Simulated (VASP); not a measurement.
# Li (Im-3m) in VASP: a series of runs, part 2 of 2

VASP 6.6.1. Earlier steps stand in the parts before.

**4. Single point, r2SCANh**

This run uses another cell than the first one, of 21.61 Å³/atom.

POSCAR reads:

```
Li
1.0
   -1.7546500000      1.7546500000      1.7546500000
    1.7546500000     -1.7546500000      1.7546500000
    1.7546500000      1.7546500000     -1.7546500000
Li
1
Direct
    0.0000000000      0.0000000000      0.0000000000
```

INCAR.step1 reads:

```
PREC = Accurate
ENCUT = 520
EDIFF = 1E-5
ISMEAR = -1
SIGMA = 0.05
LREAL = False
LASPH = True
NELM = 60
ALGO = Normal
ISIF = 2
LWAVE = True
LCHARG = False
GGA = PE
NBANDS = 8
```

INCAR.step2 reads:

```
PREC = Accurate
ENCUT = 520
EDIFF = 1E-6
ISMEAR = -1
SIGMA = 0.05
LREAL = False
LASPH = True
NELM = 60
ALGO = Normal
ISIF = 2
LWAVE = False
LCHARG = False
METAGGA = R2SCAN
LHFCALC = True
AEXX = 0.1
LMIXTAU = True
PRECFOCK = Normal
ISTART = 1
NBANDS = 8
```

KPOINTS reads:

```
Automatic mesh
0
Gamma
  6 6 6
```

Potentials or basis: VASP PAW PBE potentials, release 64 (Li_sv).

Started as:

```console
> cat potpaw_PBE.64/Li_sv/POTCAR > POTCAR
> cp INCAR.step1 INCAR
> mpirun -np 1 vasp_std > vasp.out
> cp INCAR.step2 INCAR
> mpirun -np 1 vasp_std > vasp.out
```

OUTCAR:

```text
PREC = Accurate
   ENCUT = 520
   EDIFF = 1E-6
   ISMEAR = -1
   LREAL = False
   LASPH = True
   NELM = 60
   ISIF = 2
   METAGGA = R2SCAN
   LHFCALC = True
   AEXX = 0.1
   PRECFOCK = Normal
   ISTART = 1

 ion  position               nearest neighbor table
   1  0.000  0.000  0.000-

  LATTYP: Found a body centered cubic cell.
 ALAT       =     3.5093000000

  Lattice vectors:

 A1 = (  -1.7546500000,   1.7546500000,   1.7546500000)
 A2 = (   1.7546500000,  -1.7546500000,   1.7546500000)
 A3 = (   1.7546500000,   1.7546500000,  -1.7546500000)

Analysis of symmetry for initial positions (statically):
=====================================================================
 Subroutine PRICEL returns:
 Original cell was already a primitive cell.

 Routine SETGRP: Setting up the symmetry group for a
 body centered cubic supercell.

 Subroutine GETGRP returns: Found 48 space group operations
 (whereof 48 operations were pure point group operations)
 out of a pool of 48 trial point group operations.

The static configuration has the point symmetry O_h .

Analysis of symmetry for dynamics (positions and initial velocities):
=====================================================================
 Subroutine PRICEL returns:
 Original cell was already a primitive cell.

 Routine SETGRP: Setting up the symmetry group for a
 body centered cubic supercell.

 Subroutine GETGRP returns: Found 48 space group operations
 (whereof 48 operations were pure point group operations)
 out of a pool of 48 trial point group operations.

The dynamic configuration has the point symmetry O_h .

[... 109 lines left out ...]
  Fermi-wavevector in a.u.,A,eV,Ry     =   0.847692  1.601906  9.776898  0.718582
  Thomas-Fermi vector in A             =   1.963238
   LORBIT       =      0    0 simple, 1 ext, 2 COOP (PROOUT), +10 PAW based schemes
   METAGGA = R2SCAN    functional components
   LHFCALC =     T    Hartree Fock is set to
   PRECFOCK=normal    Normal, Fast or Accurate (Low or Medium for compatibility)
   ENCUT4O =  -1.0   cutoff for four orbital integrals eV
   NKREDX  =     1    reduce k-point grid by
   NKREDY  =     1    reduce k-point grid by
   NKREDZ  =     1    reduce k-point grid by
   AEXX    =    0.1000 exact exchange contribution
   HFSCREEN=    0.0000 screening length (either q_TF or 0.3 A-1)
   HFSCREENC=   0.0000 screening length for correlation (either q_TF or 0.3 A-1)
   ENCUTFOCK=  -1.0 apply spherical cutoff to Coloumb kernel
   IVDW    =     0    specifies the selected vdW correction
   LEPSILON=     F    determine dielectric tensor
   LRPA    =     F    only Hartree local field effects (RPA)
 non-spin polarized calculation
  energy-cutoff  :      520.00
  volume of cell :       21.61
 maximum number of plane-waves:       603
 NGX is ok and might be reduce to    24
  NGX = 18; NGY = 18; NGZ = 18

 number of electron       2.9999991 magnetization

 Free energy of the ion-electron system (eV)
  ---------------------------------------------------
  ext. energy  EPLUGINS =         0.00000000
  ---------------------------------------------------
  free energy    TOTEN  =        -2.38211558 eV

  energy without entropy =       -2.36687764  energy(sigma->0) =       -2.37449661

 E-fermi :   0.5256     XC(G=0):  -6.6278

 val. band max:       -0.0904035025   @ k =   0.1667   0.1667   0.1667
 cond. band min:       0.5381948305   @ k =   0.3333   0.1667   0.0000
 fundamental gap:      0.6285983330
 Fermi energy:         0.5256203175

 k-point     1 :       0.0000    0.0000    0.0000
  band No.  band energies     occupation
      1     -49.2212      2.00000
      2      -3.7083      2.00000
      3      16.3242      0.00000
      4      16.3250      0.00000
      5      16.3250      0.00000
      6      20.3686      0.00000
      7      20.3686      0.00000
      8      20.3686      0.00000
[... 155 lines left out ...]
 k-point    16 :       0.5000    0.5000    0.5000
  band No.  band energies     occupation
      1     -49.1948      2.00000
      2       6.5832      0.00000
      3       6.5835      0.00000
      4       6.5835      0.00000
      5       8.6640      0.00000
      6       8.6640      0.00000
      7      14.8980      0.00000
      8      30.7672      0.00000

------------------------ aborting loop because EDIFF is reached ----------------------------------------

  FORCE on cell =-STRESS in cart. coord.  units (eV):
  Direction    XX          YY          ZZ          XY          YZ          ZX
  --------------------------------------------------------------------------------------
  -------------------------------------------------------------------------------------
  Total       -0.0213073     -0.0213073     -0.0213073     -0.0000000     -0.0000000      0.0000000
  in kB       -1.5798188     -1.5798188     -1.5798188     -0.0000000     -0.0000000      0.0000000
  external PRESSURE =      -1.5798188 kB  Pullay stress =       0.0000000 kB

 VOLUME and BASIS-vectors are now :
 -----------------------------------------------------------------------------
  energy-cutoff  :      520.00
  volume of cell :       21.61
      direct lattice vectors                 reciprocal lattice vectors
    -1.754650000  1.754650000  1.754650000     0.000000000  0.284957114  0.284957114
     1.754650000 -1.754650000  1.754650000     0.284957114  0.000000000  0.284957114
     1.754650000  1.754650000 -1.754650000     0.284957114  0.284957114  0.000000000

 POSITION                                       TOTAL-FORCE (eV/Angst)
 -----------------------------------------------------------------------------------
      0.00000      0.00000      0.00000         0.000000      0.000000      0.000000
 -----------------------------------------------------------------------------------
    total drift:                                0.000000     -0.000000     -0.000000

  FREE ENERGIE OF THE ION-ELECTRON SYSTEM (eV)
  ---------------------------------------------------
  free  energy   TOTEN  =        -2.3821155805 eV

  energy  without entropy=       -2.3668776420  energy(sigma->0) =       -2.37449661
```

OUTCAR.step1:

```text
PREC = Accurate
   ENCUT = 520
   EDIFF = 1E-5
   ISMEAR = -1
   LREAL = False
[... 381 lines left out ...]

 POSITION                                       TOTAL-FORCE (eV/Angst)
 -----------------------------------------------------------------------------------
      0.00000      0.00000      0.00000        -0.000000      0.000000     -0.000000
 -----------------------------------------------------------------------------------
    total drift:                               -0.000000      0.000000     -0.000000

  FREE ENERGIE OF THE ION-ELECTRON SYSTEM (eV)
  ---------------------------------------------------
  free  energy   TOTEN  =        -1.8726045406 eV

  energy  without entropy=       -1.8572450921  energy(sigma->0) =       -1.86492482
```

Run time: 4.6 min. Hardware: 1 thread of Intel Xeon Platinum 8259CL at 2.50GHz (Skylake/Cascade Lake), shared host; peak memory 0.14 GiB.

Results:

```
Free energy            : -2.3821 eV
Band gap on the k mesh : zero (an odd number of electrons rules out a gap without spin polarisation)
```

Levels at points of the mesh, in eV from the Fermi level:
```csv
k point,band 1,band 2,band 3,band 4
"(0.00, 0.00, 0.00)",-49.75,-4.23,15.80,15.80
"(0.50, 0.00, 0.00)",-49.73,0.40,3.46,11.20
"(0.50, 0.50, 0.50)",-49.72,6.06,6.06,6.06
```

Caveat: the k points lie up to 0.42 Å⁻¹ apart, too coarse for converged energies and pressures of a metal; the cutoff is under 1.25 times the usual one of these potentials, so pressure, stress and relaxed cells hold a basis-set (Pulay) error; the PAW data sets were made with another functional, which shifts forces and pressure a little.

**5. Single point, B3LYP**

This run uses another cell than the first one, of 21.61 Å³/atom.

POSCAR is that of step 4.

INCAR.step1 reads:

```
SYSTEM = Li
PREC = Accurate
ENCUT = 520
EDIFF = 1E-5
ISMEAR = -1
SIGMA = 0.05
LREAL = .False.
LASPH = .True.
NELM = 80
ALGO = Normal
ISIF = 2
LWAVE = .True.
LCHARG = .False.
GGA = PE
NBANDS = 8
```

INCAR.step2 reads:

```
SYSTEM = Li
PREC = Accurate
ENCUT = 520
EDIFF = 1E-7
ISMEAR = -1
SIGMA = 0.05
LREAL = .False.
LASPH = .True.
NELM = 80
ALGO = Normal
ISIF = 2
LWAVE = .False.
LCHARG = .False.
GGA = B3
LHFCALC = .True.
AEXX = 0.2
AGGAX = 0.72
AGGAC = 0.81
ALDAC = 0.19
PRECFOCK = Normal
ISTART = 1
NBANDS = 8
```

KPOINTS reads:

```
Automatic mesh
0
Gamma
  6 6 6
  0 0 0
```

Started as:

```console
> cat potpaw_PBE.64/Li_sv/POTCAR > POTCAR
> cp INCAR.step1 INCAR
> mpirun -np 1 vasp_std > vasp.out
> cp INCAR.step2 INCAR
> mpirun -np 1 vasp_std > vasp.out
```

It took 68 s on 1 thread of Intel Xeon Platinum 8259CL at 2.50GHz (Skylake/Cascade Lake), shared host; peak memory 0.13 GiB.

The run converged. Its results:

```
Free energy            : -1.7696 eV
Band gap on the k mesh : zero (an odd number of electrons rules out a gap without spin polarisation)
```

Levels at points of the mesh, in eV from the Fermi level:
```tsv
k point	band 1	band 2	band 3	band 4
(0.00, 0.00, 0.00)	-50.59	-4.49	14.57	14.57
(0.50, 0.00, 0.00)	-50.57	0.51	3.50	10.58
(0.50, 0.50, 0.50)	-50.56	5.94	5.94	5.94
```

Caveat: the k points lie up to 0.42 Å⁻¹ apart, too coarse for converged energies and pressures of a metal; the cutoff is under 1.25 times the usual one of these potentials, so pressure, stress and relaxed cells hold a basis-set (Pulay) error; the PAW data sets were made with another functional, which shifts forces and pressure a little.

**6. Single point, PBEsol-based screened hybrid with 25 % exact exchange**

This run uses another cell than the first one, of 21.61 Å³/atom.

POSCAR is that of step 5.

INCAR.step1 reads:

```
PREC = Accurate
ENCUT = 520
EDIFF = 1E-5
ISMEAR = -1
SIGMA = 0.05
LREAL = F
LASPH = T
NELM = 80
ALGO = Normal
ISIF = 2
LWAVE = T
LCHARG = F
NBANDS = 8
GGA = PE
```

INCAR.step2 reads:

```
PREC = Accurate
ENCUT = 520
EDIFF = 1E-6
ISMEAR = -1
SIGMA = 0.05
LREAL = F
LASPH = T
NELM = 80
ALGO = Normal
ISIF = 2
LWAVE = F
LCHARG = F
GGA = PS
LHFCALC = T
AEXX = 0.25
HFSCREEN = 0.207
PRECFOCK = Normal
NBANDS = 8
ISTART = 1
```

KPOINTS reads:

```
Automatic mesh
0
Gamma
  6 6 6
```

Potentials or basis: VASP PAW PBE potentials, release 64 (Li_sv).

Started as:

```console
> cat potpaw_PBE.64/Li_sv/POTCAR > POTCAR
> cp INCAR.step1 INCAR
> mpirun -np 1 vasp_std > vasp.out
> cp INCAR.step2 INCAR
> mpirun -np 1 vasp_std > vasp.out
```

Wall time 74 s (1 thread of Intel Xeon Platinum 8259CL at 2.50GHz (Skylake/Cascade Lake), shared host); peak memory 0.23 GiB.

It converged, with:

```
Free energy            : -1.9799 eV
Band gap on the k mesh : zero (an odd number of electrons rules out a gap without spin polarisation)
```

Levels at points of the mesh, in eV from the Fermi level:
| k point | band 1 | band 2 | band 3 | band 4 | band 5 |
| --- | --- | --- | --- | --- | --- |
| (0.00, 0.00, 0.00) | -49.94 | -4.29 | 14.74 | 14.74 | 14.74 |
| (0.50, 0.00, 0.00) | -49.92 | 0.33 | 3.29 | 10.60 | 12.02 |
| (0.50, 0.50, 0.50) | -49.91 | 5.83 | 5.83 | 5.83 | 7.96 |

Caveat: the k points lie up to 0.42 Å⁻¹ apart, too coarse for converged energies and pressures of a metal; the cutoff is under 1.25 times the usual one of these potentials, so pressure, stress and relaxed cells hold a basis-set (Pulay) error; the PAW data sets were made with another functional, which shifts forces and pressure a little.

**7. The runs side by side**

| level | cell | share of exact exchange | screening parameter | gap on the mesh (eV) |
| --- | --- | --- | --- | --- |
| PBEsol-based global hybrid with 25 % exact exchange | a = 3.099 Å, angles 109.5°, 1 atom | 0.25 | - | none |
| r2SCAN0 | a = 3.039 Å, angles 109.5°, 1 atom | 0.25 | - | none |
| r2SCANh | a = 3.039 Å, angles 109.5°, 1 atom | 0.1 | - | none |
| B3LYP | a = 3.039 Å, angles 109.5°, 1 atom | 0.2 | - | none |
| PBEsol-based screened hybrid with 25 % exact exchange | a = 3.039 Å, angles 109.5°, 1 atom | 0.25 | 0.207 1/Å | none |

Alike in all rows: task single point; potentials or basis VASP PAW PBE potentials, release 64 (Li_sv); no spin polarisation; k mesh 6 × 6 × 6; cutoff (eV) 520; smearing fermi-dirac 0.05 eV.

Caveats: all runs use coarse meshes; the cutoff is under 1.25 times the usual one of these potentials, so pressure, stress and relaxed cells hold a basis-set (Pulay) error; the PAW data sets were made with another functional, which shifts forces and pressure a little.

Total energies depend on the potentials used, so only differences within one code and one set of settings carry meaning.

The gap in the log of VASP goes by the Fermi energy; the results here count the filled bands.